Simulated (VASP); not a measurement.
# Ga (Im-3m) in VASP: a series of runs

Ga is run at these levels: PBE; tasks: single point.

Program: VASP 6.6.1. These are calculated values, not measurements. Logs are shortened: lines on timing, memory, paths and dates and some standing lists are left out, and cuts for length are marked.

## 1. The cell of the first run

It takes space group Im-3m (No. 229, cubic). The conventional cell has a = 2.548 Å, b = 2.548 Å, c = 2.548 Å, α = 90.00°, β = 90.00°, γ = 90.00°. Within 2.9 Å of Ga (site symmetry m-3m) lie 14 Ga at 2.21 to 2.55 Å.

## 2. Single point, PBE (volume scaled by 0.43)

The input, INCAR:

```
PREC = Accurate
ENCUT = 520
EDIFF = 1E-6
ISMEAR = -1
SIGMA = 0.08
LREAL = F
LASPH = T
NELM = 100
ALGO = Normal
ISIF = 2
LWAVE = F
LCHARG = F
GGA = PE
NBANDS = 12
```

The input, KPOINTS:

```
Automatic mesh
0
Gamma
  16 16 16
```

The input, POSCAR:

```
Ga
1.0
   -1.2739367101      1.2739367101      1.2739367101
    1.2739367101     -1.2739367101      1.2739367101
    1.2739367101      1.2739367101     -1.2739367101
Ga
1
Direct
    0.0000000000      0.0000000000      0.0000000000
```

Potentials or basis: VASP PAW PBE potentials, release 64 (Ga_d).

On the command line:

```
$ cat potpaw_PBE.64/Ga_d/POTCAR > POTCAR
$ mpirun -np 1 vasp_std > vasp.out
```

OUTCAR:

```text
PREC = Accurate
   ENCUT = 520
   EDIFF = 1E-6
   ISMEAR = -1
   LREAL = F
   LASPH = T
   NELM = 100
   ISIF = 2
   GGA = PE

 ion  position               nearest neighbor table
   1  0.000  0.000  0.000-

  LATTYP: Found a body centered cubic cell.
 ALAT       =     2.5478734202

  Lattice vectors:

 A1 = (  -1.2739367101,   1.2739367101,   1.2739367101)
 A2 = (   1.2739367101,  -1.2739367101,   1.2739367101)
 A3 = (   1.2739367101,   1.2739367101,  -1.2739367101)

Analysis of symmetry for initial positions (statically):
=====================================================================
 Subroutine PRICEL returns:
 Original cell was already a primitive cell.

 Routine SETGRP: Setting up the symmetry group for a
 body centered cubic supercell.

 Subroutine GETGRP returns: Found 48 space group operations
 (whereof 48 operations were pure point group operations)
 out of a pool of 48 trial point group operations.

The static configuration has the point symmetry O_h .

Analysis of symmetry for dynamics (positions and initial velocities):
=====================================================================
 Subroutine PRICEL returns:
 Original cell was already a primitive cell.

 Routine SETGRP: Setting up the symmetry group for a
 body centered cubic supercell.

 Subroutine GETGRP returns: Found 48 space group operations
 (whereof 48 operations were pure point group operations)
 out of a pool of 48 trial point group operations.

The dynamic configuration has the point symmetry O_h .

 Subroutine INISYM returns: Found 48 space group operations
 (whereof 48 operations are pure point group operations),
 and found     1 'primitive' translations

----------------------------------------------------------------------------------------

                                     Primitive cell

  volume of cell :       8.2700

  direct lattice vectors                    reciprocal lattice vectors
    -1.273936710  1.273936710  1.273936710     0.000000000  0.392484176  0.392484176
     1.273936710 -1.273936710  1.273936710     0.392484176  0.000000000  0.392484176
     1.273936710  1.273936710 -1.273936710     0.392484176  0.392484176  0.000000000

  length of vectors
     2.206523108  2.206523108  2.206523108     0.555056445  0.555056445  0.555056445

  position of ions in fractional coordinates (direct lattice)
     0.000000000  0.000000000  0.000000000

  ion indices of the primitive-cell ions
   primitive index   ion index
                 1           1

----------------------------------------------------------------------------------------

 KPOINTS: Automatic mesh

Automatic generation of k-mesh.
 Grid dimensions read from file:
 generate k-points for:   16   16   16

 Generating k-lattice:

  Cartesian coordinates                     Fractional coordinates (reciprocal lattice)
     0.000000000  0.024530261  0.024530261     0.062500000  0.000000000  0.000000000
     0.024530261  0.000000000  0.024530261     0.000000000  0.062500000  0.000000000
     0.024530261  0.024530261  0.000000000     0.000000000  0.000000000  0.062500000

  Length of vectors
     0.034691028  0.034691028  0.034691028

  Shift w.r.t. Gamma in fractional coordinates (k-lattice)
     0.000000000  0.000000000  0.000000000

 Subroutine IBZKPT returns following result:
 ===========================================

 Found    145 irreducible k-points:

 Following reciprocal coordinates:
            Coordinates               Weight
  0.000000  0.000000  0.000000      1.000000
  0.062500  0.000000  0.000000     12.000000
  0.125000  0.000000  0.000000     12.000000
  0.187500  0.000000  0.000000     12.000000
  0.250000  0.000000  0.000000     12.000000
  0.312500  0.000000  0.000000     12.000000
[... 16 lines left out ...]
  0.187500  0.187500  0.000000     24.000000
  0.250000  0.187500  0.000000     48.000000
 [... further k-points ...]
   k-points           NKPTS =    145   k-points in BZ     NKDIM =    145   number of bands    NBANDS=     12
   number of dos      NEDOS =    301   number of ions     NIONS =      1
   total plane-waves  NPLWV =   4096
   dimension x,y,z NGX =    16 NGY =   16 NGZ =   16
   dimension x,y,z NGXF=    32 NGYF=   32 NGZF=   32
   ions per type =               1
   NGX,Y,Z   is equivalent  to a cutoff of  12.05, 12.05, 12.05 a.u.
   NGXF,Y,Z  is equivalent  to a cutoff of  24.11, 24.11, 24.11 a.u.
 SYSTEM =  unknown system
   PREC   = accura    normal or accurate (medium, high low for compatibility)
   ISTART =      0    job   : 0-new  1-cont  2-samecut
   ICHARG =      2    charge: 1-file 2-atom 10-const
   ISPIN  =      1    spin polarized calculation?
   LNONCOLLINEAR =      F non collinear calculations
   LSORBIT =      F    spin-orbit coupling
   LASPH  =      T    aspherical Exc in radial PAW
   ENCUT  =  520.0 eV  38.22 Ry    6.18 a.u.   4.10  4.10  4.10*2*pi/ulx,y,z
   NELM   =    100;   NELMIN=  2; NELMDL= -5     # of ELM steps
   EDIFF  = 0.1E-05   stopping-criterion for ELM
   LREAL  =      F    real-space projection
   EDIFFG = 0.1E-04   stopping-criterion for IOM
   NSW    =      0    number of steps for IOM
   IBRION =     -1    ionic relax: 0-MD 1-quasi-New 2-CG
   NFREE  =      0    steps in history (QN), initial steepest desc. (CG)
   ISIF   =      2    stress and relaxation
   ISYM   =      2    0-nonsym 1-usesym 2-fastsym
   POTIM  = 0.5000    time-step for ionic-motion
   TEBEG  =    0.0;   TEEND  =   0.0 temperature during run
   PSTRESS=    0.0 pullay stress
   NELECT =      13.0000    total number of electrons
   NUPDOWN=      -1.0000    fix difference up-down
   EMIN   =  10.00;   EMAX   =-10.00  energy-range for DOS
   EFERMI =   0.00;   METHOD = LEGACY
   ISMEAR =    -1;   SIGMA  =   0.08  broadening in eV -4-tet -1-fermi 0-gaus
   EFERMI_NEDOS =   21; number of points for ismear=-14 and -15
   IALGO  =     38    algorithm
   IMIX   =      4    mixing-type and parameters
     AMIX     =   0.40;   BMIX     =  1.00
     AMIX_MAG =   1.60;   BMIX_MAG =  1.00
  volume/ion in A,a.u.               =       8.27        55.81
  Fermi-wavevector in a.u.,A,eV,Ry     =   1.903508  3.597109 49.298584  3.623344
  Thomas-Fermi vector in A             =   2.941923
   LORBIT       =      0    0 simple, 1 ext, 2 COOP (PROOUT), +10 PAW based schemes
   GGA     = PE    functional components
[... 5 lines left out ...]
 non-spin polarized calculation
  energy-cutoff  :      520.00
  volume of cell :        8.27
 maximum number of plane-waves:       236
   NGX =  9   NGY =  9   NGZ =  9

 number of electron      13.0000014 magnetization

 Free energy of the ion-electron system (eV)
  ---------------------------------------------------
  ext. energy  EPLUGINS =         0.00000000
  ---------------------------------------------------
  free energy    TOTEN  =         1.85591225 eV

  energy without entropy =        1.86342209  energy(sigma->0) =        1.85966717

 E-fermi :  17.8383     XC(G=0): -15.9105

 val. band max:       17.8174518265   @ k =  -0.3750   0.3750   0.0625
 cond. band min:      17.8532439994   @ k =  -0.3750   0.4375   0.1875
 fundamental gap:      0.0357921729
 Fermi energy:        17.8383404482

 k-point     1 :       0.0000    0.0000    0.0000
  band No.  band energies     occupation
      1      -2.9415      2.00000
      2      -0.2582      2.00000
      3      -0.2582      2.00000
      4      -0.2582      2.00000
      5       0.8123      2.00000
      6       0.8123      2.00000
      7      40.3688      0.00000
      8      40.3688      0.00000
      9      40.3688      0.00000
     10      44.7644      0.00000
     11      44.7645      0.00000
     12      44.7645      0.00000

 k-point     2 :       0.0625    0.0000    0.0000
  band No.  band energies     occupation
      1      -2.7525      2.00000
      2      -0.2835      2.00000
      3      -0.2522      2.00000
      4      -0.1966      2.00000
      5       0.7878      2.00000
      6       0.8139      2.00000
      7      38.2598      0.00000
      8      39.8570      0.00000
      9      39.8727      0.00000
     10      42.5847      0.00000
     11      42.9177      0.00000
     12      43.3524      0.00000

 k-point     3 :       0.1250    0.0000    0.0000
  band No.  band energies     occupation
      1      -2.2135      2.00000
      2      -0.3552      2.00000
      3      -0.2191      2.00000
      4      -0.0185      2.00000
      5       0.7314      2.00000
      6       0.8189      2.00000
      7      34.0507      0.00000
      8      38.1716      0.00000
      9      38.8336      0.00000
     10      39.7950      0.00000
     11      41.6922      0.00000
     12      43.2534      0.00000
[... 286 lines left out ...]
 k-point    23 :       0.1875    0.1875    0.0000
  band No.  band energies     occupation
      1      -0.8692      2.00000
      2      -0.4919      2.00000
      3       0.0762      2.00000
      4       0.5993      2.00000
      5       0.9181      2.00000
      6       3.2922      2.00000
      7      23.9082      0.00000
      8      24.8926      0.00000
      9      32.4539      0.00000
     10      39.9398      0.00000
     11      43.3839      0.00000
     12      48.4089      0.00000

 k-point    24 :       0.2500    0.1875    0.0000
  band No.  band energies     occupation
      1      -0.9391      2.00000
      2      -0.5868      2.00000
      3       0.2628      2.00000
      4       0.6436      2.00000
      5       0.9885      2.00000
      6       5.1659      2.00000
      7      20.4573      0.00000
      8      23.3667      0.00000
      9      31.3491      0.00000
     10      39.9628      0.00000
     11      44.1676      0.00000
     12      49.2513      0.00000

 [... further k-points ...]
[... 5 lines left out ...]
  --------------------------------------------------------------------------------------
  -------------------------------------------------------------------------------------
  Total       15.9360838     15.9360838     15.9360838     -0.0000000     -0.0000000      0.0000000
  in kB     3087.3697127   3087.3697127   3087.3697127     -0.0000000     -0.0000000      0.0000000
  external PRESSURE =    3087.3697127 kB  Pullay stress =       0.0000000 kB

 VOLUME and BASIS-vectors are now :
 -----------------------------------------------------------------------------
  energy-cutoff  :      520.00
  volume of cell :        8.27
      direct lattice vectors                 reciprocal lattice vectors
    -1.273936710  1.273936710  1.273936710     0.000000000  0.392484176  0.392484176
     1.273936710 -1.273936710  1.273936710     0.392484176  0.000000000  0.392484176
     1.273936710  1.273936710 -1.273936710     0.392484176  0.392484176  0.000000000

 POSITION                                       TOTAL-FORCE (eV/Angst)
 -----------------------------------------------------------------------------------
      0.00000      0.00000      0.00000        -0.000000      0.000000      0.000000
 -----------------------------------------------------------------------------------
    total drift:                                0.000000      0.000000     -0.000000

  FREE ENERGIE OF THE ION-ELECTRON SYSTEM (eV)
  ---------------------------------------------------
  free  energy   TOTEN  =         1.8559122526 eV

  energy  without entropy=        1.8634220949  energy(sigma->0) =        1.85966717
```

Run time: 7.8 s. Hardware: 1 thread of Intel Xeon 8259CL, shared host; peak memory 0.12 GiB.

Results:

- Free energy: 1.8559 eV
- Pressure: 308.7 GPa

## 3. Single point, PBE (volume scaled by 0.5)

The input, INCAR:

```
SYSTEM = Ga
PREC     = Accurate       ! precision mode
ENCUT    = 520            ! plane-wave cutoff, eV
EDIFF    = 1E-6           ! SCF threshold, eV
ISMEAR   = -1             ! smearing method
SIGMA    = 0.08           ! smearing width, eV
LREAL    = .FALSE.        ! projectors in reciprocal space
LASPH    = .TRUE.         ! aspherical terms in the spheres
NELM     = 80             ! most SCF steps
ALGO     = Normal         ! electronic algorithm
ISIF     = 2              ! what is computed and relaxed
LWAVE    = .FALSE.        ! write WAVECAR
LCHARG   = .FALSE.        ! write CHGCAR
GGA      = PE             ! functional
NBANDS   = 12             ! bands
```

The input, KPOINTS:

```
regular mesh
0
G
  16 16 16
  0 0 0
```

The input, POSCAR:

```
Ga
1.0
   -1.3396202448      1.3396202448      1.3396202448
    1.3396202448     -1.3396202448      1.3396202448
    1.3396202448      1.3396202448     -1.3396202448
Ga
1
Direct
    0.0000000000      0.0000000000      0.0000000000
```

Potentials or basis: VASP PAW PBE potentials, release 64 (Ga_d).

On the command line:

```
$ cat potpaw_PBE.64/Ga_d/POTCAR > POTCAR
$ mpirun -np 1 vasp_std > vasp.out
```

Run time: 18 s. Hardware: 1 thread of Intel Xeon 8259CL, shared host; peak memory 0.13 GiB.

It converged, with:

| Item | Value |
| --- | --- |
| Free energy | -0.1283 eV |
| Pressure | 177.6 GPa |

Levels at points of the mesh, in eV from the Fermi level:
```csv
k point,band 4,band 5,band 6,band 7,band 8,band 9
"(0.00, 0.00, 0.00)",-17.07,-16.26,-16.26,21.84,21.84,21.84
"(0.50, 0.00, 0.00)",-16.22,-15.73,-8.31,-4.94,11.66,12.58
"(0.50, 0.50, 0.50)",-15.86,-15.86,1.38,1.38,1.38,6.52
```
